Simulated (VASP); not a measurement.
# Na (P6_3/mmc) in VASP: notebook, part 3 of 4

VASP 6.6.1. Earlier steps stand in the parts before.

## (4) Single point, r2SCAN

This run uses another cell than the first one, of 35.68 Å³/atom, 0.906 times its volume.

Input file POSCAR:

```
Na
1.0
    3.6503718133      0.0000000000      0.0000000000
   -1.8251859066      3.1613147235      0.0000000000
    0.0000000000      0.0000000000     12.3678775047
Na
4
Direct
    0.6666666667      0.3333333333      0.7500000000
    0.0000000000      0.0000000000      0.5000000000
    0.3333333333      0.6666666667      0.2500000000
    0.0000000000      0.0000000000      0.0000000000
```

Input file INCAR.step1:

```
SYSTEM = Na
PREC = Accurate
ENCUT = 520
ISMEAR = -1
SIGMA = 0.05
LREAL = .False.
LASPH = .True.
NELM = 80
NBANDS = 22
GGA = PE
ALGO = Normal
EDIFF = 1E-4
LWAVE = .True.
LCHARG = .False.
```

Input file INCAR.step2:

```
SYSTEM = Na
PREC = Accurate
ENCUT = 520
EDIFF = 1E-6
ISMEAR = -1
SIGMA = 0.05
LREAL = .False.
LASPH = .True.
NELM = 80
ALGO = Normal
ISIF = 2
LWAVE = .False.
LCHARG = .False.
METAGGA = R2SCAN
LMIXTAU = .True.
NBANDS = 22
ISTART = 1
```

Input file KPOINTS:

```
regular mesh
0
Gamma
  8 8 3
  0 0 0
```

Potentials or basis: VASP PAW PBE potentials, release 64 (Na_pv).

The run is started by

```bash
$ cat potpaw_PBE.64/Na_pv/POTCAR > POTCAR
$ cp INCAR.step1 INCAR
$ mpirun -np 1 vasp_std > vasp.out
$ cp INCAR.step2 INCAR
$ mpirun -np 1 vasp_std > vasp.out
```

OUTCAR:

```text
SYSTEM = Na
   PREC = Accurate
   ENCUT = 520
   EDIFF = 1E-6
   ISMEAR = -1
   LREAL = .False.
   LASPH = .True.
   NELM = 80
   ISIF = 2
   METAGGA = R2SCAN
   ISTART = 1

 ion  position               nearest neighbor table
   1  0.667  0.333  0.750-
   2  0.000  0.000  0.500-
   3  0.333  0.667  0.250-
   4  0.000  0.000  0.000-

  LATTYP: Found a hexagonal cell.
 ALAT       =     3.6503718133
 C/A-ratio  =     3.3881144544

  Lattice vectors:

 A1 = (   3.6503718133,   0.0000000000,   0.0000000000)
 A2 = (  -1.8251859066,   3.1613147235,   0.0000000000)
 A3 = (   0.0000000000,   0.0000000000,  12.3678775047)

Analysis of symmetry for initial positions (statically):
=====================================================================
 Subroutine PRICEL returns:
 Original cell was already a primitive cell.

 Routine SETGRP: Setting up the symmetry group for a
 hexagonal supercell.

 Subroutine GETGRP returns: Found 24 space group operations
 (whereof 12 operations were pure point group operations)
 out of a pool of 24 trial point group operations.

The static configuration has the point symmetry D_3d.
 The point group associated with its full space group is D_6h.

Analysis of symmetry for dynamics (positions and initial velocities):
=====================================================================
 Subroutine PRICEL returns:
 Original cell was already a primitive cell.

 Routine SETGRP: Setting up the symmetry group for a
 hexagonal supercell.

 Subroutine GETGRP returns: Found 24 space group operations
 (whereof 12 operations were pure point group operations)
 out of a pool of 24 trial point group operations.

The dynamic configuration has the point symmetry D_3d.
 The point group associated with its full space group is D_6h.

 Subroutine INISYM returns: Found 24 space group operations
 (whereof 12 operations are pure point group operations),
 and found     1 'primitive' translations

----------------------------------------------------------------------------------------

                                     Primitive cell

  volume of cell :     142.7250

  direct lattice vectors                    reciprocal lattice vectors
     3.650371813  0.000000000  0.000000000     0.273944697  0.158162045  0.000000000
    -1.825185907  3.161314723  0.000000000     0.000000000  0.316324089  0.000000000
     0.000000000  0.000000000 12.367877505     0.000000000  0.000000000  0.080854617

  length of vectors
     3.650371813  3.650371813 12.367877505     0.316324089  0.316324089  0.080854617

  position of ions in fractional coordinates (direct lattice)
     0.666666667  0.333333333  0.750000000
     0.000000000  0.000000000  0.500000000
     0.333333333  0.666666667  0.250000000
     0.000000000  0.000000000  0.000000000

  ion indices of the primitive-cell ions
   primitive index   ion index
                 1           1
                 2           2
                 3           3
                 4           4

----------------------------------------------------------------------------------------

 KPOINTS: regular mesh

Automatic generation of k-mesh.
 Grid dimensions read from file:
 generate k-points for:    8    8    3

 Generating k-lattice:

  Cartesian coordinates                     Fractional coordinates (reciprocal lattice)
     0.034243087  0.019770256  0.000000000     0.125000000 -0.000000000  0.000000000
     0.000000000  0.039540511  0.000000000     0.000000000  0.125000000  0.000000000
     0.000000000  0.000000000  0.026951539     0.000000000  0.000000000  0.333333333

  Length of vectors
     0.039540511  0.039540511  0.026951539

  Shift w.r.t. Gamma in fractional coordinates (k-lattice)
     0.000000000  0.000000000  0.000000000

 Subroutine IBZKPT returns following result:
 ===========================================

 Found     20 irreducible k-points:

 Following reciprocal coordinates:
            Coordinates               Weight
  0.000000  0.000000  0.000000      1.000000
  0.125000  0.000000  0.000000      6.000000
  0.250000  0.000000  0.000000      6.000000
  0.375000  0.000000  0.000000      6.000000
  0.500000  0.000000  0.000000      3.000000
  0.125000  0.125000  0.000000      6.000000
[... 12 lines left out ...]
  0.250000  0.250000  0.333333     12.000000
  0.375000  0.250000  0.333333     12.000000
   k-points           NKPTS =     20   k-points in BZ     NKDIM =     20   number of bands    NBANDS=     22
   number of dos      NEDOS =    301   number of ions     NIONS =      4
   total plane-waves  NPLWV =  75264
   dimension x,y,z NGX =    28 NGY =   28 NGZ =   96
   dimension x,y,z NGXF=    56 NGYF=   56 NGZF=  192
   ions per type =               4
   NGX,Y,Z   is equivalent  to a cutoff of  12.75, 12.75, 12.90 a.u.
   NGXF,Y,Z  is equivalent  to a cutoff of  25.50, 25.50, 25.81 a.u.
 SYSTEM =  Na
   PREC   = accura    normal or accurate (medium, high low for compatibility)
   ISTART =      1    job   : 0-new  1-cont  2-samecut
   ICHARG =      0    charge: 1-file 2-atom 10-const
   ISPIN  =      1    spin polarized calculation?
   LNONCOLLINEAR =      F non collinear calculations
   LSORBIT =      F    spin-orbit coupling
   LASPH  =      T    aspherical Exc in radial PAW
   ENCUT  =  520.0 eV  38.22 Ry    6.18 a.u.   6.79  6.79 23.00*2*pi/ulx,y,z
   NELM   =     80;   NELMIN=  2; NELMDL=  0     # of ELM steps
   EDIFF  = 0.1E-05   stopping-criterion for ELM
   LREAL  =      F    real-space projection
   EDIFFG = 0.1E-04   stopping-criterion for IOM
   NSW    =      0    number of steps for IOM
   IBRION =     -1    ionic relax: 0-MD 1-quasi-New 2-CG
   NFREE  =      0    steps in history (QN), initial steepest desc. (CG)
   ISIF   =      2    stress and relaxation
   ISYM   =      2    0-nonsym 1-usesym 2-fastsym
   POTIM  = 0.5000    time-step for ionic-motion
   TEBEG  =    0.0;   TEEND  =   0.0 temperature during run
   PSTRESS=    0.0 pullay stress
   NELECT =      28.0000    total number of electrons
   NUPDOWN=      -1.0000    fix difference up-down
   EMIN   =  10.00;   EMAX   =-10.00  energy-range for DOS
   EFERMI =   0.00;   METHOD = LEGACY
   ISMEAR =    -1;   SIGMA  =   0.05  broadening in eV -4-tet -1-fermi 0-gaus
   EFERMI_NEDOS =   21; number of points for ismear=-14 and -15
   IALGO  =     38    algorithm
   IMIX   =      4    mixing-type and parameters
     AMIX     =   0.40;   BMIX     =  1.00
     AMIX_MAG =   1.60;   BMIX_MAG =  1.00
  volume/ion in A,a.u.               =      35.68       240.79
  Fermi-wavevector in a.u.,A,eV,Ry     =   0.951249  1.797600 12.311565  0.904874
  Thomas-Fermi vector in A             =   2.079701
   LORBIT       =      0    0 simple, 1 ext, 2 COOP (PROOUT), +10 PAW based schemes
   METAGGA = R2SCAN    functional components
   LHFCALC =     F    Hartree Fock is set to
   AEXX    =    0.0000 exact exchange contribution
   IVDW    =     0    specifies the selected vdW correction
   LEPSILON=     F    determine dielectric tensor
   LRPA    =     F    only Hartree local field effects (RPA)
 non-spin polarized calculation
  energy-cutoff  :      520.00
  volume of cell :      142.72
 maximum number of plane-waves:      3858
 NGX is ok and might be reduce to    28
   NGX = 13   NGY = 13   NGZ = 45

 number of electron      28.0000019 magnetization

 Free energy of the ion-electron system (eV)
  ---------------------------------------------------
  ext. energy  EPLUGINS =         0.00000000
  ---------------------------------------------------
  free energy    TOTEN  =       -14.18982758 eV

  energy without entropy =      -14.17302633  energy(sigma->0) =      -14.18142695

 E-fermi :   0.4508     XC(G=0):  -7.0292

 val. band max:        0.3611854460   @ k =   0.2500   0.2500   0.3333
 cond. band min:       0.5022385357   @ k =   0.2500   0.1250   0.3333
 fundamental gap:      0.1410530897
 Fermi energy:         0.4507784797

 k-point     1 :       0.0000    0.0000    0.0000
  band No.  band energies     occupation
      1     -25.5547      2.00000
      2     -25.5372      2.00000
      3     -25.5353      2.00000
      4     -25.5235      2.00000
      5     -25.5233      2.00000
      6     -25.5222      2.00000
[... 474 lines left out ...]
      6     -25.5426      2.00000
[... 14 lines left out ...]
     21       4.6878      0.00000
     22       4.8199      0.00000

------------------------ aborting loop because EDIFF is reached ----------------------------------------

  FORCE on cell =-STRESS in cart. coord.  units (eV):
  Direction    XX          YY          ZZ          XY          YZ          ZX
  --------------------------------------------------------------------------------------
  -------------------------------------------------------------------------------------
  Total        0.7946335      0.7946335     -0.1220528      0.0000000      0.0000000      0.0000000
  in kB        8.9202588      8.9202588     -1.3701194      0.0000000      0.0000000      0.0000000
  external PRESSURE =       5.4901328 kB  Pullay stress =       0.0000000 kB

 VOLUME and BASIS-vectors are now :
 -----------------------------------------------------------------------------
  energy-cutoff  :      520.00
  volume of cell :      142.72
      direct lattice vectors                 reciprocal lattice vectors
     3.650371813  0.000000000  0.000000000     0.273944697  0.158162045  0.000000000
    -1.825185907  3.161314723  0.000000000     0.000000000  0.316324089  0.000000000
     0.000000000  0.000000000 12.367877505     0.000000000  0.000000000  0.080854617

 POSITION                                       TOTAL-FORCE (eV/Angst)
 -----------------------------------------------------------------------------------
      1.82519      1.05377      9.27591         0.000000     -0.000000     -0.000000
      0.00000      0.00000      6.18394         0.000000      0.000000     -0.000000
     -0.00000      2.10754      3.09197        -0.000000      0.000000      0.000000
      0.00000      0.00000      0.00000         0.000000      0.000000     -0.000000
 -----------------------------------------------------------------------------------
    total drift:                                0.000000     -0.000000      0.000000

  FREE ENERGIE OF THE ION-ELECTRON SYSTEM (eV)
  ---------------------------------------------------
  free  energy   TOTEN  =       -14.1898275754 eV

  energy  without entropy=      -14.1730263329  energy(sigma->0) =      -14.18142695
```

Wall time 1.9 min (1 thread of Intel Xeon 6975P-C (Granite Rapids), shared host); peak memory 0.29 GiB.

Results:

* Free energy: -14.1898 eV
* Pressure: 0.5 GPa
* Band gap on the k mesh: zero (band 14 reaches 1.69 eV, above the bottom of band 15 at -2.04 eV)

Stress tensor (GPa, compression positive):
```
 0.89  0.00  0.00
 0.00  0.89  0.00
 0.00  0.00 -0.14
```

Caveat: the PAW data sets were made with another functional, which shifts forces and pressure a little.

## (5) Single point, r2SCAN

This run uses another cell than the first one, of 36.42 Å³/atom, 0.925 times its volume.

Input file POSCAR:

```
Na
1.0
    3.6755475868      0.0000000000      0.0000000000
   -1.8377737934      3.1831175830      0.0000000000
    0.0000000000      0.0000000000     12.4531759071
Na
4
Direct
    0.6666666667      0.3333333333      0.7500000000
    0.0000000000      0.0000000000      0.5000000000
    0.3333333333      0.6666666667      0.2500000000
    0.0000000000      0.0000000000      0.0000000000
```

Input file INCAR.step1:

```
PREC = Accurate ; ENCUT = 520
ISMEAR = -1 ; SIGMA = 0.05
LREAL = F ; LASPH = T
NELM = 80 ; NBANDS = 22
GGA = PE ; ALGO = Normal
EDIFF = 1E-4 ; LWAVE = T
LCHARG = F
```

Input file INCAR.step2:

```
PREC = Accurate ; ENCUT = 520
EDIFF = 1E-6 ; ISMEAR = -1
SIGMA = 0.05 ; LREAL = F
LASPH = T ; NELM = 80
ALGO = Normal ; ISIF = 2
LWAVE = F ; LCHARG = F
METAGGA = R2SCAN ; LMIXTAU = T
NBANDS = 22 ; ISTART = 1
```

Input file KPOINTS:

```
Automatic mesh
0
Gamma
  8 8 3
```

Potentials or basis: VASP PAW PBE potentials, release 64 (Na_pv).

The run is started by

```bash
$ cat potpaw_PBE.64/Na_pv/POTCAR > POTCAR
$ cp INCAR.step1 INCAR
$ mpirun -np 1 vasp_std > vasp.out
$ cp INCAR.step2 INCAR
$ mpirun -np 1 vasp_std > vasp.out
```

OUTCAR:

```text
PREC = Accurate
   ENCUT = 520
   EDIFF = 1E-6
   ISMEAR = -1
   LREAL = F
   LASPH = T
   NELM = 80
   ISIF = 2
   METAGGA = R2SCAN
   ISTART = 1

 ion  position               nearest neighbor table
   1  0.667  0.333  0.750-
   2  0.000  0.000  0.500-
   3  0.333  0.667  0.250-
   4  0.000  0.000  0.000-

  LATTYP: Found a hexagonal cell.
 ALAT       =     3.6755475868
 C/A-ratio  =     3.3881144545
[... 690 lines left out ...]

  FORCE on cell =-STRESS in cart. coord.  units (eV):
  Direction    XX          YY          ZZ          XY          YZ          ZX
  --------------------------------------------------------------------------------------
  -------------------------------------------------------------------------------------
  Total        0.6081309      0.6081309     -0.3117994      0.0000000     -0.0000000      0.0000000
  in kB        6.6873308      6.6873308     -3.4287115      0.0000000     -0.0000000      0.0000000
  external PRESSURE =       3.3153167 kB  Pullay stress =       0.0000000 kB

 VOLUME and BASIS-vectors are now :
 -----------------------------------------------------------------------------
  energy-cutoff  :      520.00
  volume of cell :      145.70
      direct lattice vectors                 reciprocal lattice vectors
     3.675547587  0.000000000  0.000000000     0.272068304  0.157078709  0.000000000
    -1.837773793  3.183117583  0.000000000     0.000000000  0.314157418  0.000000000
     0.000000000  0.000000000 12.453175907     0.000000000  0.000000000  0.080300801

 POSITION                                       TOTAL-FORCE (eV/Angst)
 -----------------------------------------------------------------------------------
      1.83777      1.06104      9.33988        -0.000000      0.000000      0.000000
      0.00000      0.00000      6.22659         0.000000     -0.000000      0.000000
     -0.00000      2.12208      3.11329         0.000000     -0.000000     -0.000000
      0.00000      0.00000      0.00000         0.000000     -0.000000      0.000000
 -----------------------------------------------------------------------------------
    total drift:                                0.000000     -0.000000      0.000000

  FREE ENERGIE OF THE ION-ELECTRON SYSTEM (eV)
  ---------------------------------------------------
  free  energy   TOTEN  =       -14.1972134700 eV

  energy  without entropy=      -14.1802266520  energy(sigma->0) =      -14.18872006
```

OSZICAR.step1:

```text
N       E                     dE             d eps       ncg     rms          rms(c)
DAV:   1     0.239975994714E+03    0.23998E+03   -0.14929E+04   912   0.124E+03
DAV:   2     0.787622360880E+01   -0.23210E+03   -0.22791E+03   892   0.359E+02
DAV:   3    -0.500235661001E+01   -0.12879E+02   -0.12766E+02  1072   0.107E+02
DAV:   4    -0.523016592671E+01   -0.22781E+00   -0.22770E+00   964   0.143E+01
DAV:   5    -0.523557444043E+01   -0.54085E-02   -0.54084E-02  1086   0.239E+00    0.408E-01
DAV:   6    -0.523383465798E+01    0.17398E-02   -0.29305E-03  1170   0.567E-01    0.273E-01
DAV:   7    -0.523243922328E+01    0.13954E-02   -0.38125E-03  1212   0.587E-01    0.331E-02
DAV:   8    -0.523240474833E+01    0.34475E-04   -0.29158E-04   906   0.264E-01
   1 F= -.52324047E+01 E0= -.52234530E+01  d E =-.179035E-01
```

Run time: 1.9 min. Hardware: 1 thread of Intel Xeon 6975P-C (Granite Rapids), shared host; peak memory 0.29 GiB.

Results:

```yaml
Free_energy: -14.1972 eV
Pressure: 0.3 GPa
Band_gap_on_the_k_mesh: zero (band 14 reaches 1.62 eV, above the bottom of band 15 at -2.07 eV)
```

Levels at points of the mesh, in eV from the Fermi level:
| k point | band 12 | band 13 | band 14 | band 15 | band 16 | band 17 |
| --- | --- | --- | --- | --- | --- | --- |
| (0.00, 0.00, 0.00) | -25.99 | -3.52 | -2.46 | -2.46 | 0.33 | 0.97 |
| (0.50, 0.00, 0.00) | -25.99 | 0.33 | 0.47 | 1.11 | 1.28 | 1.70 |

Caveat: the PAW data sets were made with another functional, which shifts forces and pressure a little.

[end of part 3 of 4]
